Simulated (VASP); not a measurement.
# KF (R-3m) in VASP: further runs

Runs on KF. Level: PBE. Tasks: single point.

All numbers are computed with VASP 6.6.1; they aren't measurements. Logs are shortened: lines on timing, memory, paths and dates and some standing lists are left out, and cuts for length are marked.

### 1 The cell of the first run

Symmetry: R-3m, No. 166, trigonal system. The conventional cell has a = 3.001 Å, b = 3.001 Å, c = 14.701 Å, α = 90.00°, β = 90.00°, γ = 120.00°. K (site symmetry -3m) has 6 F at 3.00 Å and 6 K at 3.00 Å within 4.0 Å. Within 4.0 Å of F (site symmetry -3m) lie 6 K at 3.00 Å and 6 F at 3.00 Å.

### 2 Single point, PBE

INCAR reads:

```
SYSTEM = KF
PREC = Accurate
ENCUT = 520
EDIFF = 1E-6
ISMEAR = 0
SIGMA = 0.05
LREAL = .FALSE.
LASPH = .TRUE.
NELM = 100
ALGO = Normal
ISIF = 2
LWAVE = .FALSE.
LCHARG = .TRUE.
GGA = PE
LELF = .TRUE.
LVHAR = .TRUE.
NBANDS = 15
```

KPOINTS reads:

```
regular mesh
0
G
  8 8 8
  0 0 0
```

POSCAR reads:

```
KF
1.0
    1.4146389041      3.5365972604      3.5365972604
    3.5365972604      1.4146389041      3.5365972604
    3.5365972604      3.5365972604      1.4146389041
K F
1 1
Direct
    0.0000000000      0.0000000000      0.0000000000
    0.5000000000      0.5000000000      0.5000000000
```

Potentials or basis: VASP PAW PBE potentials, release 64 (K_sv, F).

The run is started by

```console
> cat potpaw_PBE.64/K_sv/POTCAR potpaw_PBE.64/F/POTCAR > POTCAR
> mpirun -np 1 vasp_std > vasp.out
```

OUTCAR:

```text
SYSTEM = KF
   PREC = Accurate
   ENCUT = 520
   EDIFF = 1E-6
   ISMEAR = 0
   LREAL = .FALSE.
   LASPH = .TRUE.
   NELM = 100
   ISIF = 2
   GGA = PE

 ion  position               nearest neighbor table
   1  0.000  0.000  0.000-
   2  0.500  0.500  0.500-

  LATTYP: Found a trigonal (rhomboedric) cell.
 ALAT       =     5.1977152282
 COS(alpha) =     0.8333333333

  Lattice vectors:

 A1 = (   1.4146389041,   3.5365972604,   3.5365972604)
 A2 = (   3.5365972604,   1.4146389041,   3.5365972604)
 A3 = (   3.5365972604,   3.5365972604,   1.4146389041)

Analysis of symmetry for initial positions (statically):
=====================================================================
 Subroutine PRICEL returns:
 Original cell was already a primitive cell.

 Routine SETGRP: Setting up the symmetry group for a
 trigonal (rhombohedral) supercell.

 Subroutine GETGRP returns: Found 12 space group operations
 (whereof 12 operations were pure point group operations)
 out of a pool of 12 trial point group operations.

The static configuration has the point symmetry D_3d.

Analysis of symmetry for dynamics (positions and initial velocities):
=====================================================================
 Subroutine PRICEL returns:
 Original cell was already a primitive cell.

 Routine SETGRP: Setting up the symmetry group for a
 trigonal (rhombohedral) supercell.

 Subroutine GETGRP returns: Found 12 space group operations
 (whereof 12 operations were pure point group operations)
 out of a pool of 12 trial point group operations.

The dynamic configuration has the point symmetry D_3d.

 Subroutine INISYM returns: Found 12 space group operations
 (whereof 12 operations are pure point group operations),
 and found     1 'primitive' translations

----------------------------------------------------------------------------------------

                                     Primitive cell

  volume of cell :      38.2182

  direct lattice vectors                    reciprocal lattice vectors
     1.414638904  3.536597260  3.536597260    -0.274903290  0.196359493  0.196359493
     3.536597260  1.414638904  3.536597260     0.196359493 -0.274903290  0.196359493
     3.536597260  3.536597260  1.414638904     0.196359493  0.196359493 -0.274903290

  length of vectors
     5.197715228  5.197715228  5.197715228     0.390750457  0.390750457  0.390750457

  position of ions in fractional coordinates (direct lattice)
     0.000000000  0.000000000  0.000000000
     0.500000000  0.500000000  0.500000000

  ion indices of the primitive-cell ions
   primitive index   ion index
                 1           1
                 2           2

----------------------------------------------------------------------------------------

 KPOINTS: regular mesh

Automatic generation of k-mesh.
 Grid dimensions read from file:
 generate k-points for:    8    8    8

 Generating k-lattice:

  Cartesian coordinates                     Fractional coordinates (reciprocal lattice)
    -0.034362911  0.024544937  0.024544937     0.125000000  0.000000000  0.000000000
     0.024544937 -0.034362911  0.024544937     0.000000000  0.125000000  0.000000000
     0.024544937  0.024544937 -0.034362911     0.000000000  0.000000000  0.125000000

  Length of vectors
     0.048843807  0.048843807  0.048843807

  Shift w.r.t. Gamma in fractional coordinates (k-lattice)
     0.000000000  0.000000000  0.000000000

 Subroutine IBZKPT returns following result:
 ===========================================

 Found     65 irreducible k-points:

 Following reciprocal coordinates:
            Coordinates               Weight
  0.000000  0.000000  0.000000      1.000000
  0.125000  0.000000 -0.000000      6.000000
  0.250000  0.000000 -0.000000      6.000000
  0.375000 -0.000000 -0.000000      6.000000
  0.500000  0.000000 -0.000000      3.000000
  0.125000  0.125000  0.000000      6.000000
[... 16 lines left out ...]
  0.250000  0.125000  0.125000      6.000000
  0.375000  0.125000  0.125000      6.000000
 [... further k-points ...]
   k-points           NKPTS =     65   k-points in BZ     NKDIM =     65   number of bands    NBANDS=     15
   number of dos      NEDOS =    301   number of ions     NIONS =      2
   total plane-waves  NPLWV =  64000
   dimension x,y,z NGX =    40 NGY =   40 NGZ =   40
   dimension x,y,z NGXF=    80 NGYF=   80 NGZF=   80
   ions per type =               1   1
   NGX,Y,Z   is equivalent  to a cutoff of  12.79, 12.79, 12.79 a.u.
   NGXF,Y,Z  is equivalent  to a cutoff of  25.59, 25.59, 25.59 a.u.
 SYSTEM =  KF
   PREC   = accura    normal or accurate (medium, high low for compatibility)
   ISTART =      0    job   : 0-new  1-cont  2-samecut
   ICHARG =      2    charge: 1-file 2-atom 10-const
   ISPIN  =      1    spin polarized calculation?
   LNONCOLLINEAR =      F non collinear calculations
   LSORBIT =      F    spin-orbit coupling
   LASPH  =      T    aspherical Exc in radial PAW
   ENCUT  =  520.0 eV  38.22 Ry    6.18 a.u.   9.66  9.66  9.66*2*pi/ulx,y,z
   NELM   =    100;   NELMIN=  2; NELMDL= -5     # of ELM steps
   EDIFF  = 0.1E-05   stopping-criterion for ELM
   LREAL  =      F    real-space projection
   EDIFFG = 0.1E-04   stopping-criterion for IOM
   NSW    =      0    number of steps for IOM
   IBRION =     -1    ionic relax: 0-MD 1-quasi-New 2-CG
   NFREE  =      0    steps in history (QN), initial steepest desc. (CG)
   ISIF   =      2    stress and relaxation
   ISYM   =      2    0-nonsym 1-usesym 2-fastsym
   POTIM  = 0.5000    time-step for ionic-motion
   TEBEG  =    0.0;   TEEND  =   0.0 temperature during run
   PSTRESS=    0.0 pullay stress
   NELECT =      16.0000    total number of electrons
   NUPDOWN=      -1.0000    fix difference up-down
   EMIN   =  10.00;   EMAX   =-10.00  energy-range for DOS
   EFERMI =   0.00;   METHOD = LEGACY
   ISMEAR =     0;   SIGMA  =   0.05  broadening in eV -4-tet -1-fermi 0-gaus
   EFERMI_NEDOS =   21; number of points for ismear=-14 and -15
   IALGO  =     38    algorithm
   IMIX   =      4    mixing-type and parameters
     AMIX     =   0.40;   BMIX     =  1.00
     AMIX_MAG =   1.60;   BMIX_MAG =  1.00
  volume/ion in A,a.u.               =      19.11       128.95
  Fermi-wavevector in a.u.,A,eV,Ry     =   1.224686  2.314320 20.406766  1.499855
  Thomas-Fermi vector in A             =   2.359751
   LORBIT       =      0    0 simple, 1 ext, 2 COOP (PROOUT), +10 PAW based schemes
   GGA     = PE    functional components
   LHFCALC =     F    Hartree Fock is set to
   AEXX    =    0.0000 exact exchange contribution
   IVDW    =     0    specifies the selected vdW correction
   LEPSILON=     F    determine dielectric tensor
   LRPA    =     F    only Hartree local field effects (RPA)
 non-spin polarized calculation
 Gauss-broadening in eV      SIGMA  =   0.05
  energy-cutoff  :      520.00
  volume of cell :       38.22
 maximum number of plane-waves:      1053
   NGX = 19   NGY = 19   NGZ = 19

 number of electron      15.9999997 magnetization

 Free energy of the ion-electron system (eV)
  ---------------------------------------------------
  ext. energy  EPLUGINS =         0.00000000
  ---------------------------------------------------
  free energy    TOTEN  =        -5.95032793 eV

  energy without entropy =       -5.95032793  energy(sigma->0) =       -5.95032793

 E-fermi :   0.3065     XC(G=0):  -8.6103

 val. band max:       -0.0130701185   @ k =   0.0000   0.0000   0.0000
 cond. band min:       1.5624931281   @ k =   0.0000   0.0000   0.0000
 fundamental gap:      1.5755632466
 Fermi energy:         0.3064551647

 k-point     1 :       0.0000    0.0000    0.0000
  band No.  band energies     occupation
      1     -31.8413      2.00000
      2     -19.5916      2.00000
      3     -14.7892      2.00000
      4     -14.2482      2.00000
      5     -14.2482      2.00000
      6      -1.7512      2.00000
      7      -0.0131      2.00000
      8      -0.0131      2.00000
      9       1.5625      0.00000
     10       5.7617      0.00000
     11       6.4258      0.00000
     12       6.4258      0.00000
     13      10.0424      0.00000
     14      10.0463      0.00000
     15      10.0463      0.00000

 k-point     2 :       0.1250    0.0000   -0.0000
  band No.  band energies     occupation
      1     -31.7770      2.00000
      2     -19.5571      2.00000
      3     -14.7270      2.00000
      4     -14.5857      2.00000
      5     -14.3188      2.00000
      6      -1.7481      2.00000
      7      -0.3642      2.00000
      8      -0.0655      2.00000
      9       2.2391      0.00000
     10       5.8476      0.00000
     11       6.2082      0.00000
     12       6.9450      0.00000
     13       8.3012      0.00000
     14       9.8857      0.00000
     15      11.6875      0.00000

 k-point     3 :       0.2500    0.0000   -0.0000
  band No.  band energies     occupation
      1     -31.6170      2.00000
      2     -19.4723      2.00000
      3     -15.3440      2.00000
      4     -14.5732      2.00000
      5     -14.4841      2.00000
      6      -1.7380      2.00000
      7      -1.0495      2.00000
      8      -0.1901      2.00000
      9       3.3161      0.00000
     10       5.4989      0.00000
     11       6.7319      0.00000
     12       7.3796      0.00000
     13       8.3905      0.00000
     14       9.5313      0.00000
     15      12.6409      0.00000
[... 343 lines left out ...]
 k-point    23 :       0.2500    0.1250    0.1250
  band No.  band energies     occupation
      1     -31.7767      2.00000
      2     -19.5673      2.00000
      3     -14.7050      2.00000
      4     -14.5859      2.00000
      5     -14.3186      2.00000
      6      -1.8676      2.00000
      7      -0.3484      2.00000
      8      -0.0716      2.00000
      9       2.4150      0.00000
     10       5.8637      0.00000
     11       6.2728      0.00000
     12       6.9523      0.00000
     13       8.3088      0.00000
     14       9.9178      0.00000
     15      11.2754      0.00000

 k-point    24 :       0.3750    0.1250    0.1250
  band No.  band energies     occupation
      1     -31.6167      2.00000
      2     -19.4806      2.00000
      3     -15.3477      2.00000
      4     -14.5537      2.00000
      5     -14.4840      2.00000
      6      -1.8087      2.00000
      7      -1.0227      2.00000
      8      -0.1953      2.00000
      9       3.4496      0.00000
     10       5.5217      0.00000
     11       6.4294      0.00000
     12       7.8185      0.00000
     13       8.3976      0.00000
     14       9.5584      0.00000
     15      11.9623      0.00000

 [... further k-points ...]
[... 5 lines left out ...]
  --------------------------------------------------------------------------------------
  -------------------------------------------------------------------------------------
  Total       -0.1829330     -0.1829330     -0.1829330     -4.4309042     -4.4309042     -4.4309042
  in kB       -7.6688845     -7.6688845     -7.6688845   -185.7515213   -185.7515213   -185.7515213
  external PRESSURE =      -7.6688845 kB  Pullay stress =       0.0000000 kB

 VOLUME and BASIS-vectors are now :
 -----------------------------------------------------------------------------
  energy-cutoff  :      520.00
  volume of cell :       38.22
      direct lattice vectors                 reciprocal lattice vectors
     1.414638904  3.536597260  3.536597260    -0.274903290  0.196359493  0.196359493
     3.536597260  1.414638904  3.536597260     0.196359493 -0.274903290  0.196359493
     3.536597260  3.536597260  1.414638904     0.196359493  0.196359493 -0.274903290

 POSITION                                       TOTAL-FORCE (eV/Angst)
 -----------------------------------------------------------------------------------
      0.00000      0.00000      0.00000         0.000000      0.000000     -0.000000
      4.24392      4.24392      4.24392        -0.000000     -0.000000      0.000000
 -----------------------------------------------------------------------------------
    total drift:                                0.000000     -0.000000      0.000000

  FREE ENERGIE OF THE ION-ELECTRON SYSTEM (eV)
  ---------------------------------------------------
  free  energy   TOTEN  =        -5.9503279267 eV

  energy  without entropy=       -5.9503279267  energy(sigma->0) =       -5.95032793
```

Wall time 96 s (1 thread of Intel Xeon Platinum 8488C (Sapphire Rapids), shared host); peak memory 0.25 GiB.

Results:

```yaml
Free_energy: -5.9503 eV
Pressure: -0.8 GPa
Band_gap_on_the_k_mesh: 1.58 eV, direct
```

Stress tensor (GPa, compression positive):
```
 -0.77 -18.58 -18.58
-18.58  -0.77 -18.58
-18.58 -18.58  -0.77
```

### 3 Single point, PBE

This run uses another cell than the first one, of the same volume but with other edges.

INCAR reads:

```
PREC = Accurate
ENCUT = 520
EDIFF = 1E-6
ISMEAR = 0
SIGMA = 0.05
LREAL = F
LASPH = T
NELM = 100
ALGO = Normal
ISIF = 2
LWAVE = F
LCHARG = F
GGA = PE
NBANDS = 15
```

KPOINTS reads:

```
Automatic mesh
0
Gamma
  8 8 8
```

POSCAR reads:

```
KF
1.0
   -0.5793853073      2.4174352478      2.4174352478
    2.4174352478     -0.5793853073      2.4174352478
    2.4174352478      2.4174352478     -0.5793853073
K F
1 1
Direct
    0.0000000000      0.0000000000      0.0000000000
    0.5000000000      0.5000000000      0.5000000000
```

Potentials or basis: VASP PAW PBE potentials, release 64 (K_sv, F).

The run is started by

```console
> cat potpaw_PBE.64/K_sv/POTCAR potpaw_PBE.64/F/POTCAR > POTCAR
> mpirun -np 1 vasp_std > vasp.out
```

OUTCAR:

```text
PREC = Accurate
   ENCUT = 520
   EDIFF = 1E-6
   ISMEAR = 0
   LREAL = F
   LASPH = T
   NELM = 100
   ISIF = 2
   GGA = PE

 ion  position               nearest neighbor table
   1  0.000  0.000  0.000-   2 2.74   2 2.74   2 2.74   2 2.74   2 2.74   2 2.74
   2  0.500  0.500  0.500-   1 2.74   1 2.74   1 2.74   1 2.74   1 2.74   1 2.74

  LATTYP: Found a trigonal (rhomboedric) cell.
 ALAT       =     3.4675169342
 COS(alpha) =     0.2530624440

  Lattice vectors:

[... 610 lines left out ...]
      9       5.7164      0.00000
     10       7.0326      0.00000
     11       7.5264      0.00000
     12       9.7997      0.00000
     13       9.8785      0.00000
     14      10.2048      0.00000
     15      14.6026      0.00000

 [... further k-points ...]
[... 5 lines left out ...]
  --------------------------------------------------------------------------------------
  -------------------------------------------------------------------------------------
  Total       -0.0940282     -0.0940282     -0.0940282      0.2573532      0.2573532      0.2573532
  in kB       -3.9418327     -3.9418327     -3.9418327     10.7887117     10.7887117     10.7887117
  external PRESSURE =      -3.9418327 kB  Pullay stress =       0.0000000 kB

 VOLUME and BASIS-vectors are now :
 -----------------------------------------------------------------------------
  energy-cutoff  :      520.00
  volume of cell :       38.22
      direct lattice vectors                 reciprocal lattice vectors
    -0.579385307  2.417435248  2.417435248    -0.144127710  0.189559270  0.189559270
     2.417435248 -0.579385307  2.417435248     0.189559270 -0.144127710  0.189559270
     2.417435248  2.417435248 -0.579385307     0.189559270  0.189559270 -0.144127710

 POSITION                                       TOTAL-FORCE (eV/Angst)
 -----------------------------------------------------------------------------------
      0.00000      0.00000      0.00000        -0.000000      0.000000     -0.000000
      2.12774      2.12774      2.12774         0.000000     -0.000000      0.000000
 -----------------------------------------------------------------------------------
    total drift:                                0.000000      0.000000      0.000000

  FREE ENERGIE OF THE ION-ELECTRON SYSTEM (eV)
  ---------------------------------------------------
  free  energy   TOTEN  =        -8.1548791853 eV

  energy  without entropy=       -8.1548791853  energy(sigma->0) =       -8.15487919
```

stdout:

```text
POSCAR found type information on POSCAR K F
 POSCAR found :  2 types and       2 ions
 scaLAPACK will be used
 LDA part: xc-table for (Slater+PW92), standard interpolation
 POSCAR, INCAR and KPOINTS ok, starting setup
 FFT: planning ... GRIDC
 FFT: planning ... GRID_SOFT
 FFT: planning ... GRID
 WAVECAR not read
 entering main loop
```

Wall time 36 s (1 thread of Intel Xeon Platinum 8488C (Sapphire Rapids), shared host); peak memory 0.18 GiB.

Results:

```
Free energy            : -8.1549 eV
Pressure               : -0.4 GPa
Band gap on the k mesh : 5.75 eV, direct
```

Stress tensor (GPa, compression positive):
```
-0.39  1.08  1.08
 1.08 -0.39  1.08
 1.08  1.08 -0.39
```

(Part 1 of 2 ends here.)
